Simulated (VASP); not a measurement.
## CoO: single point with PBE+U

Crystal: CoO.

```
Co O
1.0
     0.00000    2.13150    2.13150
     2.13150    0.00000    2.13150
     4.26300    4.26300    0.00000
Co O
2 2
Direct
  0.00000 0.00000 0.00000
  0.00000 0.00000 0.50000
  0.50000 0.50000 0.25000
  0.50000 0.50000 0.75000
```

```
Program             : VASP 6.6.1
Task                : single point
Functional          : PBE
Potentials or basis : VASP PAW PBE potentials, release 64 (Co_sv, O)
Cutoff              : 700 eV
k mesh              : 10 × 10 × 5
Occupations         : gaussian, width 0.05 eV
Spin                : collinear spin, antiferromagnetic start
Starting moments    : [3.0, -3.0, 0.0, 0.0] μB
Hubbard terms       : Co d U = 3.3 eV
```

The pressure is -2.9 GPa and the band gap on the k mesh is zero (filled and empty bands overlap). The net moment is 0.00 μB per cell. The site moments are Co +2.63, -2.63; O +0.00 μB. The valence electrons inside the program's atomic spheres are Co 14.89; O 5.00.

Stress tensor (GPa, compression positive):
```
-2.88  4.11 -4.11
 4.11 -2.88 -4.11
-4.11 -4.11 -2.88
```

Levels at points of the mesh, in eV from the Fermi level:
Spin up:
```
           k point  band 21  band 22  band 23  band 24  band 25  band 26
(0.00, 0.00, 0.00)    -2.09    -0.43    -0.43    -0.33     1.56     3.13
(0.50, 0.00, 0.00)    -1.72    -0.67     0.13     0.14     3.29     3.41
```
Spin down:
| k point | band 20 | band 21 | band 22 | band 23 | band 24 | band 25 | band 26 | band 27 |
| --- | --- | --- | --- | --- | --- | --- | --- | --- |
| (0.00, 0.00, 0.00) | -2.09 | -2.09 | -0.43 | -0.43 | -0.33 | 1.56 | 3.13 | 3.13 |
| (0.50, 0.00, 0.00) | -1.77 | -1.72 | -0.67 | 0.13 | 0.14 | 3.29 | 3.41 | 5.48 |

Eigenvalues of the final occupation matrices:
```csv
site,spin,trace,eigenvalues
site 1 d,1,4.67,0.92 0.92 0.92 0.95 0.95
site 1 d,2,2.04,0.11 0.11 0.59 0.59 0.64
site 2 d,1,2.04,0.11 0.11 0.59 0.59 0.64
site 2 d,2,4.67,0.92 0.92 0.92 0.95 0.95
```

Run time: 4.6 min on 1 thread of Intel(R) Xeon(R) Platinum 8488C (Sapphire Rapids), on a shared host, peak memory 0.33 GiB.

The state reached can hang on the start; a lower one may exist.
